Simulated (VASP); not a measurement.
Runs of VASP 6.6.1 on MgCd2Se3. The structure is that of space group P3m1 (No. 156), or close to it. The cells are those of the table. 

```csv
task,cell,k mesh,cutoff (eV),smearing,gap on the mesh (eV),pressure (GPa),relaxed volume (Å³/atom),largest force (eV/Å)
single point,"a = 4.133, b = 4.133, c = 10.124 Å, angles 90.0, 90.0, 120.0°, 6 atoms",6 × 6 × 2,520,gaussian 0.1 eV,1.31,(c),-,(b)
single point,"a = 4.338, b = 4.338, c = 10.596 Å, angles 90.0, 90.0, 120.0°, 6 atoms",6 × 6 × 4,520,gaussian 0.02 eV,0.96,0.2,-,0.03
relaxation of cell and atoms,"relaxed from a = 4.342, b = 4.342, c = 10.594 Å, angles 90.0, 90.0, 120.0°, 6 atoms",6 × 6 × 4,600,gaussian 0.02 eV,0.95,0.0,28.87,-
single point,"a = 4.342, b = 4.342, c = 10.594 Å, angles 90.0, 90.0, 120.0°, 6 atoms",6 × 6 × 2,520,gaussian 0.1 eV,0.96,0.1,-,(a)
relaxation of cell and atoms,"relaxed from a = 4.133, b = 4.133, c = 10.124 Å, angles 90.0, 90.0, 120.0°, 6 atoms",6 × 6 × 2,600,gaussian 0.1 eV,0.95,0.0,28.84,0.03
```

Alike in all rows: level PBE; potentials or basis VASP PAW PBE potentials, release 64 (Mg, Cd, Se); no spin polarisation.

**Question.** Estimate the missing entries.

**Answer.** (a) 0.05; (b) 0.79; (c) 9.5.

Caveats: the volume moved by over 15 % at a fixed basis, so the end points are rough (some runs).

A k mesh can miss the band edges, and the runs leave out spin-orbit coupling on Cd, Se.
